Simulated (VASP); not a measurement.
# TaN (w.f) (Fm-3m) in VASP: single point with PBE

Aim: the single point of TaN (w.f) with PBE.

Everything below comes from runs of VASP 6.6.1. Logs are shortened: lines on timing, memory, paths and dates and some standing lists are left out, and cuts for length are marked.

## 1. The cell of the first run

It takes space group Fm-3m (No. 225, cubic). The conventional cell has a = 4.416 Å, b = 4.416 Å, c = 4.416 Å, α = 90.00°, β = 90.00°, γ = 90.00°. Within 2.9 Å of Ta (site symmetry m-3m) lie 6 N at 2.21 Å. N (site symmetry m-3m) has 6 Ta at 2.21 Å within 2.9 Å.

## 2. Single point, PBE

INCAR reads:

```
SYSTEM = TaN
PREC     = Accurate       ! precision mode
ENCUT    = 600            ! plane-wave cutoff, eV
EDIFF    = 1E-6           ! SCF threshold, eV
ISMEAR   = 0              ! smearing method
SIGMA    = 0.1            ! smearing width, eV
LREAL    = .FALSE.        ! projectors in reciprocal space
LASPH    = .TRUE.         ! aspherical terms in the spheres
NELM     = 120            ! most SCF steps
ALGO     = Normal         ! electronic algorithm
ISIF     = 2              ! what is computed and relaxed
LWAVE    = .FALSE.        ! write WAVECAR
LCHARG   = .FALSE.        ! write CHGCAR
GGA      = PE             ! functional
NBANDS   = 15             ! bands
GGA_COMPAT= .FALSE.
```

KPOINTS reads:

```
regular mesh
0
G
  16 16 16
  0 0 0
```

POSCAR reads:

```
TaN
1.0
    0.0000000000      2.2081601003      2.2081601003
    2.2081601003      0.0000000000      2.2081601003
    2.2081601003      2.2081601003      0.0000000000
Ta N
1 1
Direct
    0.0000000000      0.0000000000      0.0000000000
    0.5000000000      0.5000000000      0.5000000000
```

Potentials or basis: VASP PAW PBE potentials, release 64 (Ta_pv, N).

Command:

```sh
> cat potpaw_PBE.64/Ta_pv/POTCAR potpaw_PBE.64/N/POTCAR > POTCAR
> mpirun -np 1 vasp_std > vasp.out
```

OUTCAR:

```text
SYSTEM = TaN
   PREC = Accurate
   ENCUT = 600
   EDIFF = 1E-6
   ISMEAR = 0
   LREAL = .FALSE.
   LASPH = .TRUE.
   NELM = 120
   ISIF = 2
   GGA = PE

 ion  position               nearest neighbor table
   1  0.000  0.000  0.000-   2 2.21   2 2.21   2 2.21   2 2.21   2 2.21   2 2.21
   2  0.500  0.500  0.500-   1 2.21   1 2.21   1 2.21   1 2.21   1 2.21   1 2.21

  LATTYP: Found a face centered cubic cell.
 ALAT       =     4.4163202006

  Lattice vectors:

 A1 = (   0.0000000000,   2.2081601003,   2.2081601003)
 A2 = (   2.2081601003,   0.0000000000,   2.2081601003)
 A3 = (   2.2081601003,   2.2081601003,   0.0000000000)

Analysis of symmetry for initial positions (statically):
=====================================================================
 Subroutine PRICEL returns:
 Original cell was already a primitive cell.

 Routine SETGRP: Setting up the symmetry group for a
 face centered cubic supercell.

 Subroutine GETGRP returns: Found 48 space group operations
 (whereof 48 operations were pure point group operations)
 out of a pool of 48 trial point group operations.

The static configuration has the point symmetry O_h .

Analysis of symmetry for dynamics (positions and initial velocities):
=====================================================================
 Subroutine PRICEL returns:
 Original cell was already a primitive cell.

 Routine SETGRP: Setting up the symmetry group for a
 face centered cubic supercell.

 Subroutine GETGRP returns: Found 48 space group operations
 (whereof 48 operations were pure point group operations)
 out of a pool of 48 trial point group operations.

The dynamic configuration has the point symmetry O_h .

 Subroutine INISYM returns: Found 48 space group operations
 (whereof 48 operations are pure point group operations),
 and found     1 'primitive' translations

----------------------------------------------------------------------------------------

                                     Primitive cell

  volume of cell :      21.5338

  direct lattice vectors                    reciprocal lattice vectors
     0.000000000  2.208160100  2.208160100    -0.226432857  0.226432857  0.226432857
     2.208160100  0.000000000  2.208160100     0.226432857 -0.226432857  0.226432857
     2.208160100  2.208160100  0.000000000     0.226432857  0.226432857 -0.226432857

  length of vectors
     3.122809962  3.122809962  3.122809962     0.392193213  0.392193213  0.392193213

  position of ions in fractional coordinates (direct lattice)
     0.000000000  0.000000000  0.000000000
     0.500000000  0.500000000  0.500000000

  ion indices of the primitive-cell ions
   primitive index   ion index
                 1           1
                 2           2

----------------------------------------------------------------------------------------

 KPOINTS: regular mesh

Automatic generation of k-mesh.
 Grid dimensions read from file:
 generate k-points for:   16   16   16

 Generating k-lattice:

  Cartesian coordinates                     Fractional coordinates (reciprocal lattice)
    -0.014152054  0.014152054  0.014152054     0.062500000  0.000000000  0.000000000
     0.014152054 -0.014152054  0.014152054     0.000000000  0.062500000  0.000000000
     0.014152054  0.014152054 -0.014152054     0.000000000  0.000000000  0.062500000

  Length of vectors
     0.024512076  0.024512076  0.024512076

  Shift w.r.t. Gamma in fractional coordinates (k-lattice)
     0.000000000  0.000000000  0.000000000

 Subroutine IBZKPT returns following result:
 ===========================================

 Found    145 irreducible k-points:

 Following reciprocal coordinates:
            Coordinates               Weight
  0.000000  0.000000  0.000000      1.000000
  0.062500  0.000000  0.000000      8.000000
  0.125000  0.000000  0.000000      8.000000
  0.187500  0.000000  0.000000      8.000000
  0.250000  0.000000  0.000000      8.000000
  0.312500  0.000000  0.000000      8.000000
[... 16 lines left out ...]
 -0.125000  0.062500  0.000000     24.000000
 -0.062500  0.062500  0.000000     12.000000
 [... further k-points ...]
   k-points           NKPTS =    145   k-points in BZ     NKDIM =    145   number of bands    NBANDS=     15
   number of dos      NEDOS =    301   number of ions     NIONS =      2
   total plane-waves  NPLWV =  21952
   dimension x,y,z NGX =    28 NGY =   28 NGZ =   28
   dimension x,y,z NGXF=    56 NGYF=   56 NGZF=   56
   ions per type =               1   1
   NGX,Y,Z   is equivalent  to a cutoff of  14.91, 14.91, 14.91 a.u.
   NGXF,Y,Z  is equivalent  to a cutoff of  29.81, 29.81, 29.81 a.u.
 SYSTEM =  TaN
   PREC   = accura    normal or accurate (medium, high low for compatibility)
   ISTART =      0    job   : 0-new  1-cont  2-samecut
   ICHARG =      2    charge: 1-file 2-atom 10-const
   ISPIN  =      1    spin polarized calculation?
   LNONCOLLINEAR =      F non collinear calculations
   LSORBIT =      F    spin-orbit coupling
   LASPH  =      T    aspherical Exc in radial PAW
   ENCUT  =  600.0 eV  44.10 Ry    6.64 a.u.   6.24  6.24  6.24*2*pi/ulx,y,z
   NELM   =    120;   NELMIN=  2; NELMDL= -5     # of ELM steps
   EDIFF  = 0.1E-05   stopping-criterion for ELM
   LREAL  =      F    real-space projection
   EDIFFG = 0.1E-04   stopping-criterion for IOM
   NSW    =      0    number of steps for IOM
   IBRION =     -1    ionic relax: 0-MD 1-quasi-New 2-CG
   NFREE  =      0    steps in history (QN), initial steepest desc. (CG)
   ISIF   =      2    stress and relaxation
   ISYM   =      2    0-nonsym 1-usesym 2-fastsym
   POTIM  = 0.5000    time-step for ionic-motion
   TEBEG  =    0.0;   TEEND  =   0.0 temperature during run
   PSTRESS=    0.0 pullay stress
   NELECT =      16.0000    total number of electrons
   NUPDOWN=      -1.0000    fix difference up-down
   EMIN   =  10.00;   EMAX   =-10.00  energy-range for DOS
   EFERMI =   0.00;   METHOD = LEGACY
   ISMEAR =     0;   SIGMA  =   0.10  broadening in eV -4-tet -1-fermi 0-gaus
   EFERMI_NEDOS =   21; number of points for ismear=-14 and -15
   IALGO  =     38    algorithm
   IMIX   =      4    mixing-type and parameters
     AMIX     =   0.40;   BMIX     =  1.00
     AMIX_MAG =   1.60;   BMIX_MAG =  1.00
  volume/ion in A,a.u.               =      10.77        72.66
  Fermi-wavevector in a.u.,A,eV,Ry     =   1.482772  2.802032 29.913928  2.198612
  Thomas-Fermi vector in A             =   2.596516
   LORBIT       =      0    0 simple, 1 ext, 2 COOP (PROOUT), +10 PAW based schemes
   GGA     = PE    functional components
   LHFCALC =     F    Hartree Fock is set to
   AEXX    =    0.0000 exact exchange contribution
   IVDW    =     0    specifies the selected vdW correction
   LEPSILON=     F    determine dielectric tensor
   LRPA    =     F    only Hartree local field effects (RPA)
 non-spin polarized calculation
 Gauss-broadening in eV      SIGMA  =   0.10
  energy-cutoff  :      600.00
  volume of cell :       21.53
 maximum number of plane-waves:       736
 NGX is ok and might be reduce to    28
   NGX = 13   NGY = 13   NGZ = 13

 number of electron      15.9999999 magnetization

 Free energy of the ion-electron system (eV)
  ---------------------------------------------------
  ext. energy  EPLUGINS =         0.00000000
  ---------------------------------------------------
  free energy    TOTEN  =       -21.82856732 eV

  energy without entropy =      -21.82278560  energy(sigma->0) =      -21.82567646

 E-fermi :   9.3961     XC(G=0): -13.3678

 val. band max:        9.3871114687   @ k =  -0.2500   0.3750   0.1250
 cond. band min:       9.4011306169   @ k =  -0.3125   0.3125   0.1250
 fundamental gap:      0.0140191482
 Fermi energy:         9.3960625937

 k-point     1 :       0.0000    0.0000    0.0000
  band No.  band energies     occupation
      1     -26.3974      2.00000
      2     -26.3974      2.00000
      3     -26.3974      2.00000
      4      -9.3567      2.00000
      5       5.6127      2.00000
      6       5.6127      2.00000
      7       5.6127      2.00000
      8       7.3326      2.00000
      9       7.3326      2.00000
     10       7.3326      2.00000
     11       9.4650      0.32978
     12       9.4650      0.32977
     13      10.8143      0.00000
     14      18.8041      0.00000
     15      21.7401      0.00000

 k-point     2 :       0.0625    0.0000    0.0000
  band No.  band energies     occupation
      1     -26.4307      2.00000
      2     -26.4005      2.00000
      3     -26.4005      2.00000
      4      -9.2641      2.00000
      5       5.1061      2.00000
      6       5.2792      2.00000
      7       5.2792      2.00000
      8       7.4874      2.00000
      9       7.4874      2.00000
     10       7.5525      2.00000
     11       9.8495      0.00000
     12       9.8495      0.00000
     13      11.1086      0.00000
     14      19.0939      0.00000
     15      21.7400      0.00000

 k-point     3 :       0.1250    0.0000    0.0000
  band No.  band energies     occupation
      1     -26.5244      2.00000
      2     -26.4092      2.00000
      3     -26.4092      2.00000
      4      -8.9963      2.00000
      5       4.0767      2.00000
      6       4.5862      2.00000
      7       4.5862      2.00000
      8       7.8491      2.00000
      9       7.8491      2.00000
     10       7.8785      2.00000
     11      10.7862      0.00000
     12      10.7862      0.00000
     13      11.8557      0.00000
     14      19.8949      0.00000
     15      21.7397      0.00000
[... 343 lines left out ...]
 k-point    23 :      -0.1250    0.0625    0.0000
  band No.  band energies     occupation
      1     -26.5789      2.00000
      2     -26.4388      2.00000
      3     -26.4052      2.00000
      4      -8.8040      2.00000
      5       3.4323      2.00000
      6       4.0438      2.00000
      7       4.5079      2.00000
      8       7.7957      2.00000
      9       8.0033      2.00000
     10       8.5899      2.00000
     11      10.4463      0.00000
     12      11.8645      0.00000
     13      12.5367      0.00000
     14      20.4571      0.00000
     15      21.7394      0.00000

 k-point    24 :      -0.0625    0.0625    0.0000
  band No.  band energies     occupation
      1     -26.4768      2.00000
      2     -26.4185      2.00000
      3     -26.3996      2.00000
      4      -9.1149      2.00000
      5       4.4153      2.00000
      6       4.7423      2.00000
      7       5.0790      2.00000
      8       7.5045      2.00000
      9       7.7148      2.00000
     10       8.0208      2.00000
     11       9.8652      0.00000
     12      10.7203      0.00000
     13      11.6357      0.00000
     14      19.5541      0.00000
     15      21.7398      0.00000

 [... further k-points ...]
[... 5 lines left out ...]
  --------------------------------------------------------------------------------------
  -------------------------------------------------------------------------------------
  Total        0.1189831      0.1189831      0.1189831      0.0000000      0.0000000      0.0000000
  in kB        8.8526708      8.8526708      8.8526708      0.0000000      0.0000000      0.0000000
  external PRESSURE =       8.8526708 kB  Pullay stress =       0.0000000 kB

 VOLUME and BASIS-vectors are now :
 -----------------------------------------------------------------------------
  energy-cutoff  :      600.00
  volume of cell :       21.53
      direct lattice vectors                 reciprocal lattice vectors
     0.000000000  2.208160100  2.208160100    -0.226432857  0.226432857  0.226432857
     2.208160100  0.000000000  2.208160100     0.226432857 -0.226432857  0.226432857
     2.208160100  2.208160100  0.000000000     0.226432857  0.226432857 -0.226432857

 POSITION                                       TOTAL-FORCE (eV/Angst)
 -----------------------------------------------------------------------------------
      0.00000      0.00000      0.00000         0.000000     -0.000000      0.000000
      2.20816      2.20816      2.20816        -0.000000      0.000000     -0.000000
 -----------------------------------------------------------------------------------
    total drift:                                0.000000      0.000000      0.000000

  FREE ENERGIE OF THE ION-ELECTRON SYSTEM (eV)
  ---------------------------------------------------
  free  energy   TOTEN  =       -21.8285673204 eV

  energy  without entropy=      -21.8227856009  energy(sigma->0) =      -21.82567646
```

Wall time 1.8 min (1 thread of AMD EPYC 7R13, shared host); peak memory 0.18 GiB.

What came out:

```
Free energy            : -21.8286 eV
Pressure               : 0.9 GPa
Band gap on the k mesh : zero (band 8 reaches 11.27 eV, above the bottom of band 9 at 7.33 eV)
```

Caveat: spin-orbit coupling is left out, which moves the levels of the heavy elements.
